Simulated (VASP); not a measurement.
Write the native input for VASP 6.6.1 that does the following.

| Property | Result |
| --- | --- |
| Task | single point |
| Functional | PBE |
| Potentials or basis | VASP PAW PBE potentials, release 64 (Re) |
| Cutoff | 520 eV |
| k mesh | 6 × 6 × 2 |
| Occupations | gaussian, width 0.1 eV |
| Spin | no spin polarisation |
| Dipole correction | no |
| Further INCAR settings | ALGO = Normal; EDIFF = 1e-07; NBANDS = 22 |

The structure of Re lies in POSCAR:

```
Re
1.0
    2.7812975781      0.0000000000      0.0000000000
   -1.3906487891      2.4086743581      0.0000000000
    0.0000000000      0.0000000000      8.9362626153
Re
4
Direct
    0.0000000000      0.0000000000     -0.1224714102
    0.0000000000      0.0000000000      0.3775285898
    0.3333333333      0.6666666667      0.1274714102
    0.6666666667      0.3333333333      0.6274714102
```

The input as run:

INCAR

```
PREC = Accurate ; ENCUT = 520
EDIFF = 1E-7 ; ISMEAR = 0
SIGMA = 0.1 ; LREAL = F
LASPH = T ; NELM = 80
ALGO = Normal ; ISIF = 2
LWAVE = F ; LCHARG = F
GGA = PE ; NBANDS = 22
```

KPOINTS

```
regular mesh
0
Gamma
  6 6 2
```

Potentials or basis: VASP PAW PBE potentials, release 64 (Re).

Run with:

```console
$ cat potpaw_PBE.64/Re/POTCAR > POTCAR
$ mpirun -np 1 vasp_std > vasp.out
```

Results of the run:

```json
{
 "Pressure": "-0.7 GPa",
 "Largest force": "0.006 eV/Å",
 "Band gap on the k mesh": "zero (band 14 reaches 8.85 eV, above the bottom of band 15 at 6.68 eV)"
}
```

Caveat: the k points lie up to 0.43 Å⁻¹ apart; spin-orbit coupling is left out, which moves the levels of the heavy elements.

Wall time 26 s on 1 thread of Intel(R) Xeon(R) Platinum 8488C (Sapphire Rapids) (shared host), peak memory 0.19 GiB.
